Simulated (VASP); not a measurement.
A run of VASP 6.6.1 is set up as follows.

File POSCAR:

```
Cd
1.0
    3.0538480087      0.0000000000      0.0000000000
    0.0000000000      3.0538480087      0.0000000000
    0.0000000000      0.0000000000      3.0538480087
Cd
1
Direct
    0.0000000000      0.0000000000      0.0000000000
```

File INCAR.step1:

```
PREC     = Accurate       # precision mode
ENCUT    = 550            # plane-wave cutoff, eV
ISMEAR   = -1             # smearing method
SIGMA    = 0.1            # smearing width, eV
LREAL    = F              # projectors in reciprocal space
LASPH    = T              # aspherical terms in the spheres
NELM     = 120            # most SCF steps
NBANDS   = 12             # bands
GGA      = PE             # functional
ALGO     = Normal         # electronic algorithm
EDIFF    = 1E-5           # SCF threshold, eV
LWAVE    = T              # write WAVECAR
LCHARG   = F              # write CHGCAR
GGA_COMPAT= F
```

The input INCAR.step2:

```
PREC     = Accurate       # precision mode
ENCUT    = 550            # plane-wave cutoff, eV
EDIFF    = 1E-6           # SCF threshold, eV
ISMEAR   = -1             # smearing method
SIGMA    = 0.1            # smearing width, eV
LREAL    = F              # projectors in reciprocal space
LASPH    = T              # aspherical terms in the spheres
NELM     = 120            # most SCF steps
ALGO     = Normal         # electronic algorithm
ISIF     = 2              # what is computed and relaxed
LWAVE    = F              # write WAVECAR
LCHARG   = F              # write CHGCAR
METAGGA  = R2SCAN         # meta-GGA
LMIXTAU  = T            
NBANDS   = 12             # bands
ISTART   = 1            
GGA_COMPAT= F
```

The input KPOINTS:

```
Automatic mesh
0
Gamma
  12 12 12
```

Potentials or basis: VASP PAW PBE potentials, release 64 (Cd).

Command:

```console
$ cat potpaw_PBE.64/Cd/POTCAR > POTCAR
$ cp INCAR.step1 INCAR
$ mpirun -np 1 vasp_std > vasp.out
$ cp INCAR.step2 INCAR
$ mpirun -np 1 vasp_std > vasp.out
```

Q: Estimate the pressure.

A: -2.9 GPa.

Q: Predict the band gap on the k mesh.

A: Zero (bands 6 and 7 overlap by 6.31 eV).

Caveat: the PAW data sets were made with another functional, which shifts forces and pressure a little.
